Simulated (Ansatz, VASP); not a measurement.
# Pt: VASP beside Ansatz

```
Pt
1.0
     0.00000    1.97058    1.97058
     1.97058    0.00000    1.97058
     1.97058    1.97058    0.00000
Pt
1
Direct
  0.00000 0.00000 0.00000
```

Alike in both runs: task single point; functional r2SCAN; k mesh 14 × 14 × 14; occupations methfessel-paxton of order 1, width 0.01 eV; no spin polarisation.

|  | VASP | Ansatz |
| --- | --- | --- |
| version | VASP 6.6.1 | Ansatz 0.2.0 |
| potentials or method | VASP PAW PBE potentials, release 64 (Pt), cutoff 520 eV | plane waves (500 eV) with PAW, scalar-relativistic |
| valence electrons in the cell | 10 | 18 |

```tsv
	VASP	Ansatz	Ansatz less VASP
pressure (GPa)	0.2	-0.5	-0.70
```

VASP's potentials were made for PBE, not for r2SCAN. VASP's potentials hold 10 valence electrons a cell and Ansatz's 18, so a difference there can come from the potentials and not from the codes.

Spin-orbit coupling is off throughout.
